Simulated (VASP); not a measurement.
BaTiO3 (Barioperovskite): single point with r2SCAN

The system is BaTiO3 (Barioperovskite).

```
CELL_PARAMETERS angstrom
3.87625 0.00000 0.00000
0.00000 2.75914 2.76716
0.00000 -2.75914 2.76716
ATOMIC_POSITIONS crystal
Ba 0.00000 0.00000 0.00000
Ti 0.50000 0.51240 0.51240
O 0.00000 0.48740 0.48740
O 0.50000 0.50524 0.99184
O 0.50000 0.99184 0.50524
```

| Quantity | Value |
| --- | --- |
| Program | VASP 6.6.1 |
| Task | single point |
| Functional | r2SCAN |
| Potentials or basis | VASP PAW PBE potentials, release 64 (Ba_sv, Ti_sv, O) |
| Cutoff | 520 eV |
| k mesh | 6 × 6 × 6 |
| Occupations | gaussian, width 0.01 eV |
| Spin | no spin polarisation |
| Dipole correction | no |
| Further INCAR settings | ALGO = Normal; EDIFF = 1e-06; NBANDS = 28 |

```
Pressure               : 19.3 GPa
Largest force          : 0.377 eV/Å
Band gap on the k mesh : 2.44 eV, indirect (least direct gap 2.57 eV)
```

Forces on the atoms (eV/Å):
```
Ba   0.000  0.000  0.181
Ti   0.000  0.000 -0.377
O    0.000  0.000  0.228
O    0.000 -0.356 -0.016
O    0.000  0.356 -0.016
```

Stress tensor (GPa, compression positive):
```
19.53  0.00  0.00
 0.00 19.65  0.00
 0.00  0.00 18.83
```

Levels at points of the mesh, in eV from the valence-band top:
| k point | band 17 | band 18 | band 19 | band 20 | band 21 | band 22 | band 23 | band 24 |
| --- | --- | --- | --- | --- | --- | --- | --- | --- |
| (0.00, 0.00, 0.00) | -1.27 | -0.29 | -0.18 | -0.13 | 2.44 | 2.50 | 2.68 | 4.91 |
| (0.50, 0.00, 0.00) | -1.92 | -1.82 | -0.85 | -0.81 | 2.67 | 4.34 | 4.43 | 4.91 |
| (0.00, 0.50, 0.00) | -1.94 | -1.79 | -0.84 | -0.77 | 2.73 | 4.37 | 4.40 | 4.96 |
| (0.50, 0.50, 0.00) | -1.72 | -0.85 | -0.83 | -0.10 | 4.39 | 4.41 | 4.85 | 5.85 |
| (0.00, 0.50, 0.50) | -1.67 | -0.87 | -0.83 | -0.16 | 4.38 | 4.45 | 4.85 | 5.99 |
| (0.50, 0.50, 0.50) | -2.34 | -0.05 | -0.01 | 0.00 | 5.11 | 5.16 | 5.18 | 7.71 |

Wall time 3.2 min on 1 thread of Intel(R) Xeon(R) Platinum 8488C (Sapphire Rapids), on a shared host, peak memory 0.22 GiB.

Caveat: the PAW data sets were made with another functional, which shifts forces and pressure a little; spin-orbit coupling is left out, which moves the levels of the heavy elements. r2SCAN opens gaps a little over a GGA but as a rule still falls short of measured ones.
